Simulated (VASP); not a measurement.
Write the native input for VASP 6.6.1 that does the following.

```
Task                   : single point
Functional             : PBEsol
Potentials or basis    : VASP PAW PBE potentials, release 64 (Mg, O)
Cutoff                 : 520 eV
k mesh                 : 2 × 2 × 2, shifted
Occupations            : fermi-dirac, width 0.0259 eV
Spin                   : no spin polarisation
Dipole correction      : no
Further INCAR settings : LREAL = Auto; ALGO = Normal; EDIFF = 1e-07; NBANDS = 46
```

The structure of MgO lies in POSCAR:

```
MgO
1.0
   -1.6514125472      2.8603304359     -5.0203150538
   -1.6514125472      2.8603304359      5.0203150538
    6.6056501886      0.0000000001      0.0000000000
Mg O
8 8
Direct
    0.3814988693      0.4050382286      0.1723043455
    0.8856961859      0.8987011466      0.1952745161
    0.3874774026      0.3872180564      0.6823199341
    0.8769834993      0.8754622800      0.6738228367
    0.9754104438      0.4692880246      0.3614216783
    0.4481454598      0.9764724615      0.3535274869
    0.9566036029      0.4536040953      0.8436663353
    0.4592511478      0.9608274379      0.8479104152
    0.1678984741      0.5963604285      0.1935088454
    0.6862178030      0.0988841460      0.1920928558
    0.1778742572      0.5828661707      0.6978137135
    0.6786906568      0.0898513174      0.6871536835
    0.7744666406      0.6653019778      0.3445394316
    0.2562296019      0.1661422279      0.3320724042
    0.7505153200      0.6781178716      0.8453629270
    0.2579305636      0.1651013298      0.8374830666
```

This cell differs from its parent crystal: dynamics (nvt langevin) at 300 K, volume x 1.0, from the last frame before.

These files were run (other wordings do the same):

INCAR

```
PREC = Accurate
ENCUT = 520
EDIFF = 1E-7
ISMEAR = -1
SIGMA = 0.0259
LREAL = Auto
LASPH = True
NELM = 60
ALGO = Normal
ISIF = 2
LWAVE = False
LCHARG = False
GGA = PS
NBANDS = 46
```

KPOINTS

```
Automatic mesh
0
Gamma
  2 2 2
  0.5 0.5 0.5
```

Potentials or basis: VASP PAW PBE potentials, release 64 (Mg, O).

The run is started by

```sh
$ cat potpaw_PBE.64/Mg/POTCAR potpaw_PBE.64/O/POTCAR > POTCAR
$ mpirun -np 1 vasp_std > vasp.out
```

Results of the run:

The pressure is 0.2 GPa. The largest force is 1.519 eV/Å. The band gap on the k mesh is 4.82 eV (least direct gap 4.96 eV).

Caveat: the k points lie up to 0.63 Å⁻¹ apart; the atoms stand as in a frame of molecular dynamics; the PAW data sets were made with another functional, which shifts forces and pressure a little; a shifted mesh leaves out Γ, where band edges can lie.

Wall time 78 s on 1 thread of AMD EPYC 9R14 (Zen 4) (shared host), peak memory 0.29 GiB.
